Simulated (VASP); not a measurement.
Input of a VASP 6.6.1 run:

INCAR

```
SYSTEM = Mn
PREC = Accurate
ENCUT = 520
EDIFF = 1E-7
ISMEAR = 0
SIGMA = 0.05
LREAL = .FALSE.
LASPH = .TRUE.
NELM = 150
ALGO = Normal
ISIF = 2
LWAVE = .FALSE.
LCHARG = .FALSE.
LNONCOLLINEAR = .TRUE.
MAGMOM = 0.109 1.216 -1.034 0.497 -1.315 2.305 -1.895 0.98 -1.814 0.835 -1.851 -1.081
LORBIT = 11
LMAXMIX = 4
GGA = CA
NBANDS = 66
```

File KPOINTS:

```
regular mesh
0
G
  3 3 2
  0 0 0
```

POSCAR

```
Mn
1.0
    2.8323240000      0.0000000000      0.0000000000
    0.0000000000      2.8323240000      0.0000000000
    0.0000000000      0.0000000000      5.6645482000
Mn
4
Direct
    0.0000000000      0.0000000000      0.0000000000
    0.5000000000      0.5000000000      0.2500000000
    0.0000000000      0.0000000000      0.5000000000
    0.5000000000      0.5000000000      0.7500000000
```

Potentials or basis: VASP PAW LDA potentials, release 64 (Mn_pv).

Launch:

```bash
$ cat potpaw_LDA.64/Mn_pv/POTCAR > POTCAR
$ mpirun -np 1 vasp_ncl > vasp.out
```

Question: Predict the net moment.

Answer: 0.87 μB per cell.

Question: Estimate the band gap on the k mesh.

Answer: Zero (band 52 reaches 10.05 eV, above the bottom of band 53 at 9.65 eV).

Question: What does it give for the pressure?

Answer: -30.0 GPa.

Moments on the atoms (μB; x, y, z):
```
Mn  -0.08 -0.19  0.05
Mn  -0.08 -0.19  0.06
Mn  -0.09 -0.19  0.06
Mn  -0.08 -0.19  0.06
```

Caveat: the k points lie up to 0.74 Å⁻¹ apart.
